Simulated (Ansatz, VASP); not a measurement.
One calculation of Mn, two programs

```
Mn
1.0
    -1.37447    1.37447    1.37447
     1.37447   -1.37447    1.37447
     1.37447    1.37447   -1.37447
Mn
1
Direct
  0.00000 0.00000 0.00000
```

Alike in both runs: functional PBEsol; k mesh 10 × 10 × 10; occupations gaussian, width 0.1 eV; no spin polarisation.

Ansatz relaxed the structure, and its values are those at the end. VASP's run is a single point on that final structure, the one shown.

|  | VASP | Ansatz |
| --- | --- | --- |
| version | VASP 6.6.1 | Ansatz 0.2.0 |
| potentials or method | VASP PAW PBE potentials, release 64 (Mn_pv), cutoff 520 eV | scalar-relativistic, plane waves, PAW |
| valence electrons in the cell | 13 | 15 |

|  | VASP | Ansatz | Ansatz less VASP |
| --- | --- | --- | --- |
| gap on the k mesh at the Fermi level (eV) | none | none | - |
| pressure (GPa) | 0.0 | 0.0 | +0.02 |

VASP's potentials were made for PBE, not for PBEsol. A gap of «none» marks a metal or a gap that the smearing closes. The functional is the same, so the differences come from potentials, cutoffs and numerics. VASP's potentials hold 13 valence electrons a cell and Ansatz's 15, so a difference there can come from the potentials and not from the codes.
